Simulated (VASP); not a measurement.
# Ta5N (I4/mmm) in VASP: single point with PBE

Aim: the single point of Ta5N with PBE.

Program: VASP 6.6.1. These are calculated values, not measurements. Logs are shortened: lines on timing, memory, paths and dates and some standing lists are left out, and cuts for length are marked.

## (1) The cell of the first run

Symmetry: I4/mmm, No. 139, tetragonal system. Conventional cell: a = 3.248 Å, b = 3.248 Å, c = 18.187 Å, α = 90.00°, β = 90.00°, γ = 90.00°. Within 2.7 Å of Ta (site symmetry 4mm) lie 1 N at 2.06 Å. Within 3.1 Å of Ta (site symmetry 4/mmm) lie 4 N at 2.30 Å and 8 Ta at 3.08 Å. Ta (site symmetry 4mm) has 14 Ta at 2.83 to 3.71 Å within 3.8 Å. Within 2.7 Å of N (site symmetry 4/mmm) lie 6 Ta at 2.06 to 2.30 Å.

## (2) Single point, PBE

INCAR

```
SYSTEM = Ta5N
PREC = Accurate
ENCUT = 520
EDIFF = 1E-7
ISMEAR = 0
SIGMA = 0.2
LREAL = .False.
LASPH = .True.
NELM = 80
ALGO = Normal
ISIF = 2
LWAVE = .False.
LCHARG = .True.
GGA = PE
LELF = .True.
LVHAR = .True.
NBANDS = 39
```

KPOINTS

```
Automatic mesh
0
Gamma
  7 7 7
  0 0 0
```

POSCAR

```
Ta5N
1.0
   -1.6240765437      1.6240765437      9.0933600158
    1.6240765437     -1.6240765437      9.0933600158
    1.6240765437      1.6240765437     -9.0933600158
Ta N
5 1
Direct
    0.6131782008      0.6131782008      0.0000000000
    0.3868217992      0.3868217992      0.0000000000
    0.0000000000      0.0000000000      0.0000000000
    0.2039614119      0.2039614119      0.0000000000
    0.7960385881      0.7960385881      0.0000000000
    0.5000000000      0.5000000000      0.0000000000
```

Potentials or basis: VASP PAW PBE potentials, release 64 (Ta_pv, N).

Launch:

```sh
$ cat potpaw_PBE.64/Ta_pv/POTCAR potpaw_PBE.64/N/POTCAR > POTCAR
$ mpirun -np 1 vasp_std > vasp.out
```

OUTCAR:

```text
SYSTEM = Ta5N
   PREC = Accurate
   ENCUT = 520
   EDIFF = 1E-7
   ISMEAR = 0
   LREAL = .False.
   LASPH = .True.
   NELM = 80
   ISIF = 2
   GGA = PE

 ion  position               nearest neighbor table
   1  0.613  0.613  0.000-   6 2.06   4 2.83   4 2.83   4 2.83   4 2.83   3 3.08   3 3.08   3 3.08
                             3 3.08   5 3.33
   2  0.387  0.387  0.000-   6 2.06   5 2.83   5 2.83   5 2.83   5 2.83   3 3.08   3 3.08   3 3.08
                             3 3.08   4 3.33
   3  0.000  0.000  0.000-   6 2.30   6 2.30   6 2.30   6 2.30   2 3.08   1 3.08   2 3.08   1 3.08
                             2 3.08   1 3.08   2 3.08   1 3.08
   4  0.204  0.204  0.000-   1 2.83   1 2.83   1 2.83   1 2.83   5 2.84   5 2.84   5 2.84   5 2.84
                             2 3.33
   5  0.796  0.796  0.000-   2 2.83   2 2.83   2 2.83   2 2.83   4 2.84   4 2.84   4 2.84   4 2.84
                             1 3.33
   6  0.500  0.500  0.000-   1 2.06   2 2.06   3 2.30   3 2.30   3 2.30   3 2.30

  LATTYP: Found a body centered tetragonal cell.
 ALAT       =     3.2481530874
 C/A-ratio  =     5.5990957145

  Lattice vectors:

 A1 = (  -1.6240765437,   1.6240765437,   9.0933600158)
 A2 = (   1.6240765437,  -1.6240765437,   9.0933600158)
 A3 = (   1.6240765437,   1.6240765437,  -9.0933600158)

Analysis of symmetry for initial positions (statically):
=====================================================================
 Subroutine PRICEL returns:
 Original cell was already a primitive cell.

 Routine SETGRP: Setting up the symmetry group for a
 body centered tetragonal supercell.

 Subroutine GETGRP returns: Found 16 space group operations
 (whereof 16 operations were pure point group operations)
 out of a pool of 16 trial point group operations.

The static configuration has the point symmetry D_4h.

Analysis of symmetry for dynamics (positions and initial velocities):
=====================================================================
 Subroutine PRICEL returns:
 Original cell was already a primitive cell.

 Routine SETGRP: Setting up the symmetry group for a
 body centered tetragonal supercell.

 Subroutine GETGRP returns: Found 16 space group operations
 (whereof 16 operations were pure point group operations)
 out of a pool of 16 trial point group operations.

The dynamic configuration has the point symmetry D_4h.

 Subroutine INISYM returns: Found 16 space group operations
 (whereof 16 operations are pure point group operations),
 and found     1 'primitive' translations

----------------------------------------------------------------------------------------
[... 107 lines left out ...]
   ISIF   =      2    stress and relaxation
   ISYM   =      2    0-nonsym 1-usesym 2-fastsym
   POTIM  = 0.5000    time-step for ionic-motion
   TEBEG  =    0.0;   TEEND  =   0.0 temperature during run
   PSTRESS=    0.0 pullay stress
   NELECT =      60.0000    total number of electrons
   NUPDOWN=      -1.0000    fix difference up-down
   EMIN   =  10.00;   EMAX   =-10.00  energy-range for DOS
   EFERMI =   0.00;   METHOD = LEGACY
   ISMEAR =     0;   SIGMA  =   0.20  broadening in eV -4-tet -1-fermi 0-gaus
   EFERMI_NEDOS =   21; number of points for ismear=-14 and -15
   IALGO  =     38    algorithm
   IMIX   =      4    mixing-type and parameters
     AMIX     =   0.40;   BMIX     =  1.00
     AMIX_MAG =   1.60;   BMIX_MAG =  1.00
  volume/ion in A,a.u.               =      15.99       107.91
  Fermi-wavevector in a.u.,A,eV,Ry     =   1.399994  2.645605 26.667184  1.959983
  Thomas-Fermi vector in A             =   2.522998
   LORBIT       =      0    0 simple, 1 ext, 2 COOP (PROOUT), +10 PAW based schemes
   GGA     = PE    functional components
   LHFCALC =     F    Hartree Fock is set to
   AEXX    =    0.0000 exact exchange contribution
   IVDW    =     0    specifies the selected vdW correction
   LEPSILON=     F    determine dielectric tensor
   LRPA    =     F    only Hartree local field effects (RPA)
 non-spin polarized calculation
 Gauss-broadening in eV      SIGMA  =   0.20
  energy-cutoff  :      520.00
  volume of cell :       95.94
 maximum number of plane-waves:      2607
 NGX is ok and might be reduce to    70
   NGX = 35   NGY = 35   NGZ = 35

 number of electron      60.0000001 magnetization

 Free energy of the ion-electron system (eV)
  ---------------------------------------------------
  ext. energy  EPLUGINS =         0.00000000
  ---------------------------------------------------
  free energy    TOTEN  =       -69.70667071 eV

  energy without entropy =      -69.62844480  energy(sigma->0) =      -69.66755776

 E-fermi :   6.1464     XC(G=0): -12.6508

 val. band max:        6.1387289813   @ k =  -0.4286   0.4286   0.4286
 cond. band min:       6.1550363775   @ k =  -0.1429  -0.1429   0.1429
 fundamental gap:      0.0163073962
 Fermi energy:         6.1464042050

 k-point     1 :       0.0000    0.0000    0.0000
  band No.  band energies     occupation
      1     -29.0729      2.00000
      2     -29.0729      2.00000
      3     -28.7657      2.00000
      4     -28.2111      2.00000
      5     -28.1152      2.00000
      6     -27.9634      2.00000
[... 997 lines left out ...]
     38      10.1751      0.00000
     39      10.9323      0.00000

 [... further k-points ...]

------------------------ aborting loop because EDIFF is reached ----------------------------------------

  FORCE on cell =-STRESS in cart. coord.  units (eV):
  Direction    XX          YY          ZZ          XY          YZ          ZX
  --------------------------------------------------------------------------------------
  -------------------------------------------------------------------------------------
  Total        0.1863940      0.1863940      0.2855878      0.0000000      0.0000000      0.0000000
  in kB        3.1127572      3.1127572      4.7692804      0.0000000      0.0000000      0.0000000
  external PRESSURE =       3.6649316 kB  Pullay stress =       0.0000000 kB

 VOLUME and BASIS-vectors are now :
 -----------------------------------------------------------------------------
  energy-cutoff  :      520.00
  volume of cell :       95.94
      direct lattice vectors                 reciprocal lattice vectors
    -1.624076544  1.624076544  9.093360016     0.000000000  0.307867263  0.054985176
     1.624076544 -1.624076544  9.093360016     0.307867263  0.000000000  0.054985176
     1.624076544  1.624076544 -9.093360016     0.307867263  0.307867263  0.000000000

 POSITION                                       TOTAL-FORCE (eV/Angst)
 -----------------------------------------------------------------------------------
      0.00000      0.00000     11.15170        -0.000000     -0.000000      0.040675
      0.00000      0.00000      7.03502         0.000000      0.000000     -0.040675
      0.00000      0.00000      0.00000        -0.000000     -0.000000      0.000000
      0.00000      0.00000      3.70939         0.000000      0.000000     -0.012297
      0.00000      0.00000     14.47733         0.000000      0.000000      0.012297
      0.00000      0.00000      9.09336        -0.000000     -0.000000      0.000000
 -----------------------------------------------------------------------------------
    total drift:                               -0.000000      0.000000     -0.000000

  FREE ENERGIE OF THE ION-ELECTRON SYSTEM (eV)
  ---------------------------------------------------
  free  energy   TOTEN  =       -69.7066707082 eV

  energy  without entropy=      -69.6284448040  energy(sigma->0) =      -69.66755776
```

Wall time 12 min (1 thread of Intel Xeon 6975P-C (Granite Rapids), shared host); peak memory 0.72 GiB.

What came out:

- Free energy: -69.7067 eV
- Pressure: 0.4 GPa
- Largest force: 0.041 eV/Å
- Band gap on the k mesh: zero (bands 30 and 31 overlap by 1.58 eV)

Forces in eV/Å, atoms in the order of the input:
```
Ta   0.000  0.000  0.041
Ta   0.000  0.000 -0.041
Ta   0.000  0.000  0.000
Ta   0.000  0.000 -0.012
Ta   0.000  0.000  0.012
N    0.000  0.000  0.000
```

Stress tensor (GPa, compression positive):
```
0.31 0.00 0.00
0.00 0.31 0.00
0.00 0.00 0.48
```

Caveat: spin-orbit coupling is left out, which moves the levels of the heavy elements.
